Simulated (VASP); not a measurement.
Set up this calculation in VASP 6.6.1, as the native input.

| Quantity | Value |
| --- | --- |
| Task | single point |
| Functional | PBE |
| Potentials or basis | VASP PAW PBE potentials, release 64 (Zn, In_d, Ga_d, O) |
| Cutoff | 520 eV |
| k mesh | 2 × 2 × 1 |
| Occupations | gaussian, width 0.05 eV |
| Spin | no spin polarisation |
| Dipole correction | no |
| Further INCAR settings | LREAL = Auto; ALGO = Normal; EDIFF = 1e-07; NBANDS = 213 |

The structure of ZnInGaO4 lies in POSCAR:

```
ZnInGaO4
1.0
    0.0000000000      5.8208220000      0.0000010000
    0.0000000000     -1.9402740000      8.7134050000
   10.0819610000      0.0000000000      0.0000000000
Zn In Ga O
6 6 6 24
Direct
    0.2183820000      0.6551460000      0.3333330000
    0.7183820000      0.6551460000      0.1666670000
    0.2183820000      0.6551460000      0.6666670000
    0.7183820000      0.6551460000      0.5000000000
    0.2183820000      0.6551460000      0.0000000000
    0.7183820000      0.6551460000      0.8333330000
    0.0027680000      0.0083040000      0.3333330000
    0.5027680000      0.0083040000      0.1666670000
    0.0027680000      0.0083040000      0.6666670000
    0.5027680000      0.0083040000      0.5000000000
    0.0027680000      0.0083040000      0.0000000000
    0.5027680000      0.0083040000      0.8333330000
    0.2870340000      0.3611020000      0.1666670000
    0.2870340000      0.3611020000      0.5000000000
    0.7870340000      0.3611020000      0.3333330000
    0.2870340000      0.3611020000      0.8333330000
    0.7870340000      0.3611020000      0.6666670000
    0.7870340000      0.3611020000      0.0000000000
    0.2951430000      0.8854290000      0.3333330000
    0.7951430000      0.8854290000      0.1666670000
    0.2951430000      0.8854290000      0.6666670000
    0.7951430000      0.8854290000      0.5000000000
    0.2951430000      0.8854290000      0.0000000000
    0.7951430000      0.8854290000      0.8333330000
    0.2113580000      0.1340740000      0.1666670000
    0.2113580000      0.1340740000      0.5000000000
    0.7113580000      0.1340740000      0.3333330000
    0.2113580000      0.1340740000      0.8333330000
    0.7113580000      0.1340740000      0.6666670000
    0.7113580000      0.1340740000      0.0000000000
    0.1217170000      0.3651510000      0.3333330000
    0.6217170000      0.3651510000      0.1666670000
    0.1217170000      0.3651510000      0.6666670000
    0.6217170000      0.3651510000      0.5000000000
    0.1217170000      0.3651510000      0.0000000000
    0.6217170000      0.3651510000      0.8333330000
    0.3635990000      0.5907970000      0.1666670000
    0.3635990000      0.5907970000      0.5000000000
    0.8635990000      0.5907970000      0.3333330000
    0.3635990000      0.5907970000      0.8333330000
    0.8635990000      0.5907970000      0.6666670000
    0.8635990000      0.5907970000      0.0000000000
```

One way to write it, as run:

INCAR

```
PREC = Accurate ; ENCUT = 520
EDIFF = 1E-7 ; ISMEAR = 0
SIGMA = 0.05 ; LREAL = Auto
LASPH = True ; NELM = 100
ALGO = Normal ; ISIF = 2
LWAVE = False ; LCHARG = True
GGA = PE ; LELF = True
LVHAR = True ; NBANDS = 213
```

KPOINTS

```
Automatic mesh
0
Gamma
  2 2 1
```

Potentials or basis: VASP PAW PBE potentials, release 64 (Zn, In_d, Ga_d, O).

Run with:

```console
$ cat potpaw_PBE.64/Zn/POTCAR potpaw_PBE.64/In_d/POTCAR potpaw_PBE.64/Ga_d/POTCAR potpaw_PBE.64/O/POTCAR > POTCAR
$ mpirun -np 1 vasp_std > vasp.out
```

Results of the run:

```json
{
 "Pressure": "0.0 GPa",
 "Largest force": "0.073 eV/Å",
 "Band gap on the k mesh": "1.04 eV"
}
```

Caveat: the k points lie up to 0.62 Å⁻¹ apart; spin-orbit coupling is left out, which moves the levels of the heavy elements.

Wall time 37 min on 1 thread of Intel Xeon 8259CL, with other jobs on the host, peak memory 0.77 GiB.
